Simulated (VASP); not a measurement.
# KF (P6_3/mmc) in VASP: vibrations by perturbation theory with PBEsol

Aim: the vibrations by perturbation theory of KF with PBEsol.

All numbers are computed with VASP 6.6.1; they aren't measurements. Logs are shortened: lines on timing, memory, paths and dates and some standing lists are left out, and cuts for length are marked.

## 1. The cell of the first run

The structure is hexagonal, space group P6_3/mmc (No. 194). Conventional cell: a = 3.656 Å, b = 3.656 Å, c = 6.462 Å, α = 90.00°, β = 90.00°, γ = 120.00°. Within 3.5 Å of K (site symmetry -3m) lie 6 F at 2.66 Å and 2 K at 3.23 Å. F (site symmetry -6m2) has 6 K at 2.66 Å within 3.5 Å.

## 2. Vibrations by perturbation theory, PBEsol

File INCAR:

```
ALGO = Normal
EDIFF = 1E-8
ENCUT = 520
GGA = PS
IBRION = 8
ISIF = 2
ISMEAR = 0
LASPH = T
LCHARG = T
LEPSILON = T
LREAL = F
LWAVE = F
NBANDS = 24
NELM = 60
NSW = 1
PREC = Accurate
SIGMA = 0.01
```

File KPOINTS:

```
k-points
0
Gamma
  6 6 4
```

File POSCAR:

```
KF
1.0
    3.6558975552      0.0000000000      0.0000000000
   -1.8279487776      3.1661001565      0.0000000000
    0.0000000000      0.0000000000      6.4618784383
K F
2 2
Direct
    0.0000000000      0.0000000000      0.0000000000
    0.0000000000      0.0000000000      0.5000000000
    0.3333333333      0.6666666667      0.2500000000
    0.6666666667      0.3333333333      0.7500000000
```

Potentials or basis: VASP PAW PBE potentials, release 64 (K_sv, F).

Run with:

```
cat potpaw_PBE.64/K_sv/POTCAR potpaw_PBE.64/F/POTCAR > POTCAR
mpirun -np 1 vasp_std > vasp.out
```

OUTCAR:

```text
EDIFF = 1E-8
   ENCUT = 520
   GGA = PS
   IBRION = 8
   ISIF = 2
   ISMEAR = 0
   LASPH = T
   LEPSILON = T
   LREAL = F
   NELM = 60
   NSW = 1
   PREC = Accurate

 ion  position               nearest neighbor table
   1  0.000  0.000  0.000-   3 2.66   4 2.66   4 2.66   3 2.66   4 2.66   3 2.66   2 3.23   2 3.23

   2  0.000  0.000  0.500-   3 2.66   4 2.66   4 2.66   3 2.66   4 2.66   3 2.66   1 3.23   1 3.23

   3  0.333  0.667  0.250-   1 2.66   2 2.66   1 2.66   2 2.66   1 2.66   2 2.66
   4  0.667  0.333  0.750-   1 2.66   2 2.66   1 2.66   2 2.66   1 2.66   2 2.66

  LATTYP: Found a hexagonal cell.
 ALAT       =     3.6558975552
 C/A-ratio  =     1.7675217483

  Lattice vectors:

 A1 = (   3.6558975552,   0.0000000000,   0.0000000000)
 A2 = (  -1.8279487776,   3.1661001565,   0.0000000000)
 A3 = (   0.0000000000,   0.0000000000,   6.4618784383)

Analysis of symmetry for initial positions (statically):
=====================================================================
 Subroutine PRICEL returns:
 Original cell was already a primitive cell.

 Routine SETGRP: Setting up the symmetry group for a
 hexagonal supercell.

 Subroutine GETGRP returns: Found 24 space group operations
 (whereof 12 operations were pure point group operations)
 out of a pool of 24 trial point group operations.

The static configuration has the point symmetry D_3d.
 The point group associated with its full space group is D_6h.

Analysis of symmetry for dynamics (positions and initial velocities):
=====================================================================
 Subroutine PRICEL returns:
 Original cell was already a primitive cell.

 Routine SETGRP: Setting up the symmetry group for a
 hexagonal supercell.

 Subroutine GETGRP returns: Found 24 space group operations
 (whereof 12 operations were pure point group operations)
 out of a pool of 24 trial point group operations.

The dynamic configuration has the point symmetry D_3d.
 The point group associated with its full space group is D_6h.

 Subroutine INISYM returns: Found 24 space group operations
 (whereof 12 operations are pure point group operations),
 and found     1 'primitive' translations

----------------------------------------------------------------------------------------

                                     Primitive cell

  volume of cell :      74.7958

  direct lattice vectors                    reciprocal lattice vectors
     3.655897555  0.000000000  0.000000000     0.273530641  0.157922989  0.000000000
    -1.827948778  3.166100157  0.000000000     0.000000000  0.315845978  0.000000000
     0.000000000  0.000000000  6.461878438     0.000000000  0.000000000  0.154753762

  length of vectors
     3.655897555  3.655897555  6.461878438     0.315845978  0.315845978  0.154753762

  position of ions in fractional coordinates (direct lattice)
     0.000000000  0.000000000  0.000000000
     0.000000000  0.000000000  0.500000000
     0.333333333  0.666666667  0.250000000
     0.666666667  0.333333333  0.750000000

  ion indices of the primitive-cell ions
   primitive index   ion index
[... 753 lines left out ...]
     0.00002 -0.00000 -0.00000
    -0.00000  0.00002 -0.00000
     0.00000  0.00000 -0.00004

[... ionic steps 4 to 9 ...]

--------------------------------------- Ionic step       10  -------------------------------------------

------------------------ aborting loop because EDIFF is reached ----------------------------------------

[... ionic steps 11 to 11 ...]

--------------------------------------- Ionic step       12  -------------------------------------------

 Free energy of the ion-electron system (eV)
  ---------------------------------------------------
  ---------------------------------------------------
  free energy    TOTEN  =        -0.54732181 eV

  energy without entropy =       -0.54732181

------------------------ aborting loop because EDIFF is reached ----------------------------------------

 INTERNAL STRAIN TENSOR  FOR ION    3  DIRECTION 3   (eV/Angst):
 -----------------------------------------------------------------------------
     0.00082  0.00000  0.00000
     0.00000  0.00082  0.00000
     0.00000 -0.00000 -0.00346

 MACROSCOPIC STATIC DIELECTRIC TENSOR (including local field effects in DFT)
 ------------------------------------------------------
           2.009941     0.000000     0.000000
           0.000000     2.009941    -0.000000
           0.000000     0.000000     2.055052
 ------------------------------------------------------

 PIEZOELECTRIC TENSOR (including local field effects)  for field in x, y, z        (e  Angst)
          XX          YY          ZZ          XY          YZ          ZX
  --------------------------------------------------------------------------------
  x     0.00000     0.00000     0.00000     0.00000     0.00000     0.00000
  y     0.00000     0.00000     0.00000     0.00000     0.00000     0.00000
  z     0.00000     0.00000     0.00000     0.00000     0.00000     0.00000

 PIEZOELECTRIC TENSOR (including local field effects)  for field in x, y, z        (C/m^2)
          XX          YY          ZZ          XY          YZ          ZX
  --------------------------------------------------------------------------------
  x     0.00000     0.00000     0.00000     0.00000     0.00000     0.00000
  y     0.00000     0.00000     0.00000     0.00000     0.00000     0.00000
  z     0.00000     0.00000     0.00000     0.00000     0.00000     0.00000

 BORN EFFECTIVE CHARGES (including local field effects) (in |e|, cummulative output)
 ---------------------------------------------------------------------------------
 ion    1
    1     1.12640     0.00000     0.00000
    2     0.00000     1.12640     0.00000
    3    -0.00000     0.00000     1.18072
 ion    2
    1     1.12640     0.00000     0.00000
    2     0.00000     1.12640     0.00000
    3     0.00000     0.00000     1.18072
 ion    3
    1    -1.12640     0.00000     0.00000
    2     0.00000    -1.12640    -0.00000
    3    -0.00000     0.00000    -1.18072
 ion    4
    1    -1.12640     0.00000     0.00000
    2     0.00000    -1.12640    -0.00000
    3    -0.00000     0.00000    -1.18072

 INTERNAL STRAIN TENSOR FOR ION    4 for displacements in x,y,z  (eV/Angst):
          X           Y           Z          XY          YZ          ZX
  --------------------------------------------------------------------------------
  x     0.00000     0.00000     0.00000    -1.38592     0.00000     0.00000
  y    -1.38592     1.38592    -0.00000     0.00000     0.00000     0.00000
  z     0.00000     0.00000     0.00000    -0.00000     0.00000     0.00000

 SECOND DERIVATIVES (NOT SYMMETRIZED)
 ------------------------------------
               1X          1Y          1Z          2X          2Y          2Z          3X          3Y          3Z          4X          4Y          4Z
  1X    -1.278434    0.000000    0.000000   -0.196455    0.000000    0.000000    0.737445    0.000000    0.000000    0.737445    0.000000    0.000000
  1Y     0.000000   -1.278434    0.000000    0.000000   -0.196455    0.000000    0.000000    0.737445    0.000000    0.000000    0.737445    0.000000
  1Z     0.000000    0.000000   -4.258612    0.000000   -0.000000    2.610542   -0.000000   -0.000000    0.824035    0.000000   -0.000000    0.824035
  2X    -0.196455    0.000000    0.000000   -1.278434    0.000000    0.000000    0.737445    0.000000    0.000000    0.737445    0.000000    0.000000
  2Y     0.000000   -0.196455    0.000000    0.000000   -1.278434    0.000000    0.000000    0.737445    0.000000    0.000000    0.737445    0.000000
  2Z     0.000000    0.000000    2.610542    0.000000   -0.000000   -4.258612   -0.000000    0.000000    0.824035    0.000000    0.000000    0.824035
  3X     0.742550    0.000000   -0.000000    0.742550    0.000000    0.000000   -1.665545    0.000000    0.000000    0.180446    0.000000    0.000000
  3Y     0.000000    0.742550    0.000000    0.000000    0.742550   -0.000000    0.000000   -1.665545    0.000000    0.000000    0.180446    0.000000
  3Z    -0.000000    0.000000    0.817866    0.000000    0.000000    0.817866   -0.000000    0.000000   -3.256054   -0.000000   -0.000000    1.620322
  4X     0.742550    0.000000   -0.000000    0.742550    0.000000    0.000000    0.180446    0.000000    0.000000   -1.665545    0.000000    0.000000
  4Y     0.000000    0.742550    0.000000    0.000000    0.742550   -0.000000    0.000000    0.180446    0.000000    0.000000   -1.665545    0.000000
  4Z    -0.000000    0.000000    0.817866    0.000000    0.000000    0.817866   -0.000000   -0.000000    1.620322   -0.000000    0.000000   -3.256054

 Eigenvectors and eigenvalues of the dynamical matrix
 ----------------------------------------------------

   1 f  =    7.920368 THz    49.765141 2PiTHz  264.195045 cm-1    32.755996 meV
             X         Y         Z           dx          dy          dz
      0.000000  0.000000  0.000000    -0.000000    0.000000   -0.000000
      0.000000  0.000000  3.230939    -0.000000    0.000000   -0.000000
     -0.000000  2.110733  1.615470    -0.000000    0.000000   -0.707107
      1.827949  1.055367  4.846409     0.000000   -0.000000    0.707107
[... 71 lines left out ...]
  12 f/i=    0.009880 THz     0.062081 2PiTHz    0.329578 cm-1     0.040862 meV
             X         Y         Z           dx          dy          dz
      0.000000  0.000000  0.000000     0.000000    0.000000   -0.579367
      0.000000  0.000000  3.230939     0.000000    0.000000   -0.579367
     -0.000000  2.110733  1.615470     0.000000    0.000000   -0.405381
      1.827949  1.055367  4.846409     0.000000    0.000000   -0.405381

--------------------------------------------------------------------------------------------------------

 MACROSCOPIC STATIC DIELECTRIC TENSOR IONIC CONTRIBUTION
 ------------------------------------------------------
           4.148057     0.000000     0.000000
           0.000000     4.148057    -0.000000
           0.000000    -0.000000     4.108334
 ------------------------------------------------------

 ELASTIC MODULI CONTR FROM IONIC RELAXATION (kBar)
 Direction    XX          YY          ZZ          XY          YZ          ZX
 --------------------------------------------------------------------------------
 XX         -44.5768     44.5768     -0.0000      0.0000     -0.0000      0.0000
 YY          44.5768    -44.5768      0.0000     -0.0000      0.0000      0.0000
 ZZ          -0.0000      0.0000     -0.0000      0.0000     -0.0000      0.0000
 XY           0.0000     -0.0000      0.0000    -44.5768     -0.0000      0.0000
 YZ          -0.0000      0.0000     -0.0000     -0.0000     -0.0000      0.0000
 ZX           0.0000      0.0000      0.0000      0.0000      0.0000      0.0000
 --------------------------------------------------------------------------------

 PIEZOELECTRIC TENSOR IONIC CONTR  for field in x, y, z        (C/m^2)
          XX          YY          ZZ          XY          YZ          ZX
  --------------------------------------------------------------------------------
  x    -0.00000     0.00000    -0.00000    -0.00000     0.00000     0.00000
  y    -0.00000     0.00000    -0.00000    -0.00000     0.00000     0.00000
  z    -0.00000     0.00000    -0.00000     0.00000    -0.00000     0.00000
```

Wall time 19 min (1 thread of Intel Xeon 8259CL, shared host); peak memory 0.39 GiB.

What came out:

- Electronic dielectric tensor (diagonal): 2.01, 2.01, 2.06
- Born charges (mean of the diagonal): K +1.14; F -1.14 e
- Highest phonon frequency at Γ, LO-TO splitting left out: 264 cm⁻¹

Phonon frequencies in cm⁻¹ (negative: imaginary):
```
              q point                              frequencies
(0.000, 0.000, 0.000)  0 0 0 87 87 163 163 178 178 187 219 264
```

Electronic dielectric tensor:
```
2.01 0.00 0.00
0.00 2.01 0.00
0.00 0.00 2.06
```

Born effective charge tensors (e):
atom 1, K
```
1.13 0.00 0.00
0.00 1.13 0.00
0.00 0.00 1.18
```
atom 2, K
```
1.13 0.00 0.00
0.00 1.13 0.00
0.00 0.00 1.18
```
atom 3, F
```
-1.13  0.00  0.00
 0.00 -1.13  0.00
 0.00  0.00 -1.18
```
atom 4, F
```
-1.13  0.00  0.00
 0.00 -1.13  0.00
 0.00  0.00 -1.18
```
